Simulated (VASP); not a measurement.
# Zn4S (Pm-3m) in VASP: further runs, part 2 of 2

VASP 6.6.1.

### 4 Single point, PBE

This run uses another cell than the first one, of 21.01 Å³/atom, 1.006 times its volume.

The input, INCAR:

```
SYSTEM = Zn4S
PREC = Accurate
ENCUT = 520
EDIFF = 1E-7
ISMEAR = 0
SIGMA = 0.1
LREAL = .FALSE.
LASPH = .TRUE.
NELM = 100
ALGO = Normal
ISIF = 2
LWAVE = .FALSE.
LCHARG = .FALSE.
GGA = PE
NBANDS = 35
```

The input, KPOINTS:

```
regular mesh
0
G
  8 8 8
  0 0 0
```

The input, POSCAR:

```
Zn4S
1.0
    4.7184326944      0.0000000000      0.0000000000
    0.0000000000      4.7184326944      0.0000000000
    0.0000000000      0.0000000000      4.7184326944
Zn S
4 1
Direct
    0.5000000000      0.5000000000      0.5000000000
    0.0000000000      0.5000000000      0.5000000000
    0.5000000000      0.0000000000      0.5000000000
    0.5000000000      0.5000000000      0.0000000000
    0.0000000000      0.0000000000      0.0000000000
```

Potentials or basis: VASP PAW PBE potentials, release 64 (Zn, S).

Started as:

```
$ cat potpaw_PBE.64/Zn/POTCAR potpaw_PBE.64/S/POTCAR > POTCAR
$ mpirun -np 1 vasp_std > vasp.out
```

OUTCAR:

```text
SYSTEM = Zn4S
   PREC = Accurate
   ENCUT = 520
   EDIFF = 1E-7
   ISMEAR = 0
   LREAL = .FALSE.
   LASPH = .TRUE.
   NELM = 100
   ISIF = 2
   GGA = PE

 ion  position               nearest neighbor table
   1  0.500  0.500  0.500-   2 2.36   3 2.36   4 2.36   4 2.36   3 2.36   2 2.36
   2  0.000  0.500  0.500-   1 2.36   1 2.36
   3  0.500  0.000  0.500-   1 2.36   1 2.36
   4  0.500  0.500  0.000-   1 2.36   1 2.36
   5  0.000  0.000  0.000-

  LATTYP: Found a simple cubic cell.
 ALAT       =     4.7184326944

  Lattice vectors:

 A1 = (   4.7184326944,   0.0000000000,   0.0000000000)
 A2 = (   0.0000000000,   4.7184326944,   0.0000000000)
 A3 = (   0.0000000000,   0.0000000000,   4.7184326944)

Analysis of symmetry for initial positions (statically):
=====================================================================
 Subroutine PRICEL returns:
 Original cell was already a primitive cell.

 Routine SETGRP: Setting up the symmetry group for a
 simple cubic supercell.

 Subroutine GETGRP returns: Found 48 space group operations
 (whereof 48 operations were pure point group operations)
 out of a pool of 48 trial point group operations.

The static configuration has the point symmetry O_h .

Analysis of symmetry for dynamics (positions and initial velocities):
=====================================================================
 Subroutine PRICEL returns:
 Original cell was already a primitive cell.

 Routine SETGRP: Setting up the symmetry group for a
 simple cubic supercell.

 Subroutine GETGRP returns: Found 48 space group operations
 (whereof 48 operations were pure point group operations)
 out of a pool of 48 trial point group operations.

The dynamic configuration has the point symmetry O_h .

 Subroutine INISYM returns: Found 48 space group operations
 (whereof 48 operations are pure point group operations),
 and found     1 'primitive' translations

----------------------------------------------------------------------------------------

                                     Primitive cell

  volume of cell :     105.0493

  direct lattice vectors                    reciprocal lattice vectors
     4.718432694  0.000000000  0.000000000     0.211934781  0.000000000  0.000000000
     0.000000000  4.718432694  0.000000000     0.000000000  0.211934781  0.000000000
     0.000000000  0.000000000  4.718432694     0.000000000  0.000000000  0.211934781

  length of vectors
     4.718432694  4.718432694  4.718432694     0.211934781  0.211934781  0.211934781

  position of ions in fractional coordinates (direct lattice)
     0.500000000  0.500000000  0.500000000
     0.000000000  0.500000000  0.500000000
     0.500000000  0.000000000  0.500000000
     0.500000000  0.500000000  0.000000000
     0.000000000  0.000000000  0.000000000

  ion indices of the primitive-cell ions
   primitive index   ion index
                 1           1
                 2           2
                 3           3
                 4           4
                 5           5

----------------------------------------------------------------------------------------

 KPOINTS: regular mesh

Automatic generation of k-mesh.
 Grid dimensions read from file:
 generate k-points for:    8    8    8

 Generating k-lattice:

  Cartesian coordinates                     Fractional coordinates (reciprocal lattice)
     0.026491848  0.000000000  0.000000000     0.125000000  0.000000000  0.000000000
     0.000000000  0.026491848  0.000000000     0.000000000  0.125000000  0.000000000
     0.000000000  0.000000000  0.026491848     0.000000000  0.000000000  0.125000000

  Length of vectors
     0.026491848  0.026491848  0.026491848

  Shift w.r.t. Gamma in fractional coordinates (k-lattice)
     0.000000000  0.000000000  0.000000000

 Subroutine IBZKPT returns following result:
 ===========================================

 Found     35 irreducible k-points:

 Following reciprocal coordinates:
            Coordinates               Weight
  0.000000  0.000000  0.000000      1.000000
  0.125000  0.000000  0.000000      6.000000
  0.250000  0.000000  0.000000      6.000000
  0.375000  0.000000  0.000000      6.000000
  0.500000  0.000000  0.000000      3.000000
  0.125000  0.125000  0.000000     12.000000
[... 16 lines left out ...]
  0.375000  0.375000  0.125000     24.000000
  0.500000  0.375000  0.125000     24.000000
 [... further k-points ...]
   k-points           NKPTS =     35   k-points in BZ     NKDIM =     35   number of bands    NBANDS=     35
   number of dos      NEDOS =    301   number of ions     NIONS =      5
   total plane-waves  NPLWV =  46656
   dimension x,y,z NGX =    36 NGY =   36 NGZ =   36
   dimension x,y,z NGXF=    72 NGYF=   72 NGZF=   72
   ions per type =               4   1
   NGX,Y,Z   is equivalent  to a cutoff of  12.68, 12.68, 12.68 a.u.
   NGXF,Y,Z  is equivalent  to a cutoff of  25.37, 25.37, 25.37 a.u.
 SYSTEM =  Zn4S
   PREC   = accura    normal or accurate (medium, high low for compatibility)
   ISTART =      0    job   : 0-new  1-cont  2-samecut
   ICHARG =      2    charge: 1-file 2-atom 10-const
   ISPIN  =      1    spin polarized calculation?
   LNONCOLLINEAR =      F non collinear calculations
   LSORBIT =      F    spin-orbit coupling
   LASPH  =      T    aspherical Exc in radial PAW
   ENCUT  =  520.0 eV  38.22 Ry    6.18 a.u.   8.77  8.77  8.77*2*pi/ulx,y,z
   NELM   =    100;   NELMIN=  2; NELMDL= -5     # of ELM steps
   EDIFF  = 0.1E-06   stopping-criterion for ELM
   LREAL  =      F    real-space projection
   EDIFFG = 0.1E-05   stopping-criterion for IOM
   NSW    =      0    number of steps for IOM
   IBRION =     -1    ionic relax: 0-MD 1-quasi-New 2-CG
   NFREE  =      0    steps in history (QN), initial steepest desc. (CG)
   ISIF   =      2    stress and relaxation
   ISYM   =      2    0-nonsym 1-usesym 2-fastsym
   POTIM  = 0.5000    time-step for ionic-motion
   TEBEG  =    0.0;   TEEND  =   0.0 temperature during run
   PSTRESS=    0.0 pullay stress
   NELECT =      54.0000    total number of electrons
   NUPDOWN=      -1.0000    fix difference up-down
   EMIN   =  10.00;   EMAX   =-10.00  energy-range for DOS
   EFERMI =   0.00;   METHOD = LEGACY
   ISMEAR =     0;   SIGMA  =   0.10  broadening in eV -4-tet -1-fermi 0-gaus
   EFERMI_NEDOS =   21; number of points for ismear=-14 and -15
   IALGO  =     38    algorithm
   IMIX   =      4    mixing-type and parameters
     AMIX     =   0.40;   BMIX     =  1.00
     AMIX_MAG =   1.60;   BMIX_MAG =  1.00
  volume/ion in A,a.u.               =      21.01       141.78
  Fermi-wavevector in a.u.,A,eV,Ry     =   1.311420  2.478224 23.399588  1.719821
  Thomas-Fermi vector in A             =   2.441882
   LORBIT       =      0    0 simple, 1 ext, 2 COOP (PROOUT), +10 PAW based schemes
   GGA     = PE    functional components
   LHFCALC =     F    Hartree Fock is set to
   AEXX    =    0.0000 exact exchange contribution
   IVDW    =     0    specifies the selected vdW correction
   LEPSILON=     F    determine dielectric tensor
   LRPA    =     F    only Hartree local field effects (RPA)
 non-spin polarized calculation
 Gauss-broadening in eV      SIGMA  =   0.10
  energy-cutoff  :      520.00
  volume of cell :      105.05
 maximum number of plane-waves:      2872
 NGX is ok and might be reduce to    36
   NGX = 17   NGY = 17   NGZ = 17

 number of electron      53.9999982 magnetization

 Free energy of the ion-electron system (eV)
  ---------------------------------------------------
  ext. energy  EPLUGINS =         0.00000000
  ---------------------------------------------------
  free energy    TOTEN  =        -6.35534149 eV

  energy without entropy =       -6.34049059  energy(sigma->0) =       -6.34791604

 E-fermi :   1.1300     XC(G=0):  -9.7237

 val. band max:        1.1256077565   @ k =   0.5000   0.3750   0.0000
 cond. band min:       1.1367384532   @ k =   0.3750   0.2500   0.0000
 fundamental gap:      0.0111306966
 Fermi energy:         1.1300230528

 k-point     1 :       0.0000    0.0000    0.0000
  band No.  band energies     occupation
      1     -10.1948      2.00000
      2      -7.3087      2.00000
      3      -7.3087      2.00000
      4      -7.1631      2.00000
      5      -6.8863      2.00000
      6      -6.8863      2.00000
[... 901 lines left out ...]
     34       7.6763      0.00000
     35       8.8978      0.00000

 [... further k-points ...]

------------------------ aborting loop because EDIFF is reached ----------------------------------------

  FORCE on cell =-STRESS in cart. coord.  units (eV):
  Direction    XX          YY          ZZ          XY          YZ          ZX
  --------------------------------------------------------------------------------------
  -------------------------------------------------------------------------------------
  Total        0.1304413      0.1304413      0.1304413     -0.0000000     -0.0000000     -0.0000000
  in kB        1.9894479      1.9894479      1.9894479     -0.0000000     -0.0000000     -0.0000000
  external PRESSURE =       1.9894479 kB  Pullay stress =       0.0000000 kB

 VOLUME and BASIS-vectors are now :
 -----------------------------------------------------------------------------
  energy-cutoff  :      520.00
  volume of cell :      105.05
      direct lattice vectors                 reciprocal lattice vectors
     4.718432694  0.000000000  0.000000000     0.211934781  0.000000000  0.000000000
     0.000000000  4.718432694  0.000000000     0.000000000  0.211934781  0.000000000
     0.000000000  0.000000000  4.718432694     0.000000000  0.000000000  0.211934781

 POSITION                                       TOTAL-FORCE (eV/Angst)
 -----------------------------------------------------------------------------------
      2.35922      2.35922      2.35922         0.000000      0.000000      0.000000
      0.00000      2.35922      2.35922         0.000000      0.000000      0.000000
      2.35922      0.00000      2.35922         0.000000      0.000000      0.000000
      2.35922      2.35922      0.00000         0.000000      0.000000      0.000000
      0.00000      0.00000      0.00000         0.000000      0.000000      0.000000
 -----------------------------------------------------------------------------------
    total drift:                                0.000000      0.000000      0.000000

  FREE ENERGIE OF THE ION-ELECTRON SYSTEM (eV)
  ---------------------------------------------------
  free  energy   TOTEN  =        -6.3553414948 eV

  energy  without entropy=       -6.3404905939  energy(sigma->0) =       -6.34791604
```

OSZICAR:

```text
N       E                     dE             d eps       ncg     rms          rms(c)
DAV:   1     0.347537397555E+03    0.34754E+03   -0.25951E+04  2450   0.205E+03
DAV:   2     0.230106169963E+02   -0.32453E+03   -0.31578E+03  2453   0.408E+02
DAV:   3    -0.683142160221E+01   -0.29842E+02   -0.29225E+02  2691   0.121E+02
DAV:   4    -0.771965617272E+01   -0.88823E+00   -0.88385E+00  2719   0.193E+01
DAV:   5    -0.772881255445E+01   -0.91564E-02   -0.91538E-02  2768   0.173E+00    0.650E+00
DAV:   6    -0.647142886264E+01    0.12574E+01   -0.82290E+00  3168   0.355E+01    0.529E+00
DAV:   7    -0.636848349941E+01    0.10295E+00   -0.12867E+00  2623   0.121E+01    0.280E+00
DAV:   8    -0.635626825827E+01    0.12215E-01   -0.19247E-01  2630   0.423E+00    0.610E-01
DAV:   9    -0.635488370443E+01    0.13846E-02   -0.96585E-03  2916   0.137E+00    0.356E-01
DAV:  10    -0.635527341632E+01   -0.38971E-03   -0.30566E-03  2768   0.864E-01    0.164E-01
DAV:  11    -0.635534503744E+01   -0.71621E-04   -0.55051E-04  2595   0.447E-01    0.390E-02
DAV:  12    -0.635534040997E+01    0.46275E-05   -0.15737E-04  2929   0.141E-01    0.138E-02
DAV:  13    -0.635534224628E+01   -0.18363E-05   -0.21116E-05  2555   0.642E-02    0.118E-02
DAV:  14    -0.635534153570E+01    0.71058E-06   -0.58279E-06  2871   0.449E-02    0.255E-03
DAV:  15    -0.635534149481E+01    0.40894E-07   -0.78304E-07  2638   0.136E-02
   1 F= -.63553415E+01 E0= -.63479160E+01  d E =-.148509E-01
```

Wall time 2.6 min (1 thread of AMD EPYC 7R13, shared host); peak memory 0.23 GiB.

Results:

| Property | Result |
| --- | --- |
| Free energy | -6.3553 eV |
| Pressure | 0.2 GPa |
| Band gap on the k mesh | zero (band 27 reaches 1.59 eV, above the bottom of band 28 at -1.30 eV) |

### 5 Relaxation of cell and atoms, PBE

The input, INCAR:

```
SYSTEM = Zn4S
  PREC = Accurate
  ENCUT = 600
  EDIFF = 1E-6
  ISMEAR = 0
  SIGMA = 0.1
  LREAL = .False.
  LASPH = .True.
  NELM = 80
  ALGO = Normal
  ISIF = 3
  LWAVE = .False.
  LCHARG = .False.
  GGA = PE
  IBRION = 2
  NSW = 100
  EDIFFG = -0.01
```

The input, KPOINTS:

```
Automatic mesh
0
Gamma
  8 8 8
  0 0 0
```

POSCAR, as its differences from that of step 4:

```diff
@@ -2,5 +2,5 @@
 1.0
-    4.7184326944      0.0000000000      0.0000000000
-    0.0000000000      4.7184326944      0.0000000000
-    0.0000000000      0.0000000000      4.7184326944
+    4.7093523801      0.0000000000      0.0000000000
+    0.0000000000      4.7093523801      0.0000000000
+    0.0000000000      0.0000000000      4.7093523801
 Zn S
```

Started as:

```
$ cat potpaw_PBE.64/Zn/POTCAR potpaw_PBE.64/S/POTCAR > POTCAR
$ mpirun -np 1 vasp_std > vasp.out
```

It took 4.5 min on 1 thread of AMD EPYC 7R13, shared host; peak memory 0.28 GiB.

It converged, with:

| Quantity | Value |
| --- | --- |
| Free energy | -6.3546 eV |
| Relaxed volume | 21.09 Å³/atom |
| Relaxed cell | a = 4.725 Å, b = 4.725 Å, c = 4.725 Å, α = 90.00°, β = 90.00°, γ = 90.00° |
| Space group after relaxing (to 0.05 Å) | Pm-3m (No. 221) |
| Energy gained by relaxing | 0.3 meV/atom |
| Ionic steps | 2 |
| Pressure after relaxing | 0.0 GPa |
| Band gap on the k mesh | zero (band 27 reaches 1.55 eV, above the bottom of band 28 at -1.31 eV) |

Step by step:
```
step  energy change (eV)  largest force (eV/Å)  pressure (GPa)  volume (Å³)
   1              0.0000                0.0000            0.51       104.44
   2             -0.0013                0.0000           -0.05       105.46
```

Final structure:
```cif
data_structure
_symmetry_space_group_name_H-M 'P 1'
_symmetry_Int_Tables_number 1
_cell_length_a 4.7246
_cell_length_b 4.7246
_cell_length_c 4.7246
_cell_angle_alpha 90.000
_cell_angle_beta 90.000
_cell_angle_gamma 90.000
_cell_volume 105.46
loop_
_atom_site_label
_atom_site_type_symbol
_atom_site_fract_x
_atom_site_fract_y
_atom_site_fract_z
_atom_site_occupancy
Zn1 Zn 0.50000 0.50000 0.50000 1
Zn2 Zn 0.00000 0.50000 0.50000 1
Zn3 Zn 0.50000 0.00000 0.50000 1
Zn4 Zn 0.50000 0.50000 0.00000 1
S1 S 0.00000 0.00000 0.00000 1
```

Levels at points of the mesh, in eV from the Fermi level:
```tsv
k point	band 24	band 25	band 26	band 27	band 28	band 29	band 30	band 31
(0.00, 0.00, 0.00)	-2.07	-2.07	0.22	0.22	0.86	0.86	0.86	4.46
(0.50, 0.00, 0.00)	-1.19	-1.19	-0.88	0.09	0.09	0.77	3.60	4.13
(0.50, 0.50, 0.00)	-4.20	-0.89	0.07	0.07	1.04	1.35	2.02	3.90
(0.50, 0.50, 0.50)	-2.84	-2.84	-2.41	-2.41	-2.41	4.12	4.12	4.12
```

### 6 Overview

| task | cell | k mesh | cutoff (eV) | gap on the mesh (eV) | pressure (GPa) | relaxed volume (Å³/atom) |
| --- | --- | --- | --- | --- | --- | --- |
| single point | a = 4.709 Å, 5 atoms | 4 × 4 × 4 | 520 | none | 0.3 | - |
| relaxation of cell and atoms | relaxed from a = 4.250 Å, 5 atoms | 4 × 4 × 4 | 600 | none | 0.2 | 20.90 |
| single point | a = 4.718 Å, 5 atoms | 8 × 8 × 8 | 520 | none | 0.2 | - |
| relaxation of cell and atoms | relaxed from a = 4.709 Å, 5 atoms | 8 × 8 × 8 | 600 | none | 0.0 | 21.09 |

Alike in all rows: level PBE; potentials or basis VASP PAW PBE potentials, release 64 (Zn, S); no spin polarisation; smearing gaussian 0.1 eV.

Caveats: some runs use coarse meshes; the volume moved by over 15 % at a fixed basis, so the end points are rough (some runs).

Total energies depend on the potentials used, so only differences within one code and one set of settings carry meaning.
